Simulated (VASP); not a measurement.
Crystal: As.

```
CELL_PARAMETERS angstrom
1.88080 1.08588 3.51406
-1.88080 1.08588 3.51406
0.00000 -2.17176 3.51406
ATOMIC_POSITIONS crystal
As 0.77400 0.77400 0.77400
As 0.22600 0.22600 0.22600
```

* Program: VASP 6.6.1
* Task: relaxation of cell and atoms
* Functional: PBE
* Potentials or basis: VASP PAW PBE potentials, release 64 (As)
* Cutoff: 600 eV
* k mesh: 16 × 16 × 16
* Occupations: gaussian, width 0.1 eV
* Spin: no spin polarisation

At the start: pressure 4.1 GPa; volume 21.53 Å³/atom.

Task: How do energy, volume and symmetry change on relaxing?

Result: Over 50 steps the energy falls by 15.2 meV/atom and the volume is 22.71 Å³/atom (+5.5 %); space group R-3m (No. 166, to 0.05 Å).

Step by step:
```csv
step,energy change (eV),largest force (eV/Å),pressure (GPa),volume (Å³)
1,0.0000,0.4844,4.13,43.06
3,-0.0299,0.0309,0.06,44.98
5,-0.0300,0.0127,0.11,45.00
7,-0.0302,0.0235,0.02,45.24
9,-0.0304,0.0155,-0.12,45.40
11,-0.0304,0.0080,0.01,45.36
13,-0.0304,0.0031,0.03,45.37
15,-0.0304,0.0030,0.00,45.39
17,-0.0304,0.0030,0.00,45.39
19,-0.0304,0.0027,0.01,45.38
21,-0.0304,0.0027,0.02,45.38
23,-0.0304,0.0028,0.02,45.38
25,-0.0304,0.0033,0.01,45.39
27,-0.0304,0.0060,-0.02,45.41
29,-0.0304,0.0037,0.00,45.41
31,-0.0304,0.0055,0.04,45.41
33,-0.0304,0.0002,0.01,45.41
35,-0.0304,0.0006,0.01,45.41
37,-0.0304,0.0000,0.01,45.42
39,-0.0304,0.0035,-0.03,45.46
41,-0.0304,0.0016,-0.02,45.43
43,-0.0304,0.0013,-0.01,45.43
45,-0.0304,0.0015,0.03,45.40
47,-0.0304,0.0014,0.01,45.42
49,-0.0304,0.0013,0.00,45.42
50,-0.0304,0.0002,0.00,45.42
```

Final structure:
```xyz
2
Lattice="1.9071 1.1011 3.6054 -1.9071 1.1011 3.6054 0.0000 -2.2021 3.6054" Properties=species:S:1:pos:R:3 pbc="T T T"
As    0.0000    0.0000    8.3669
As    0.0000    0.0000    2.4492
```
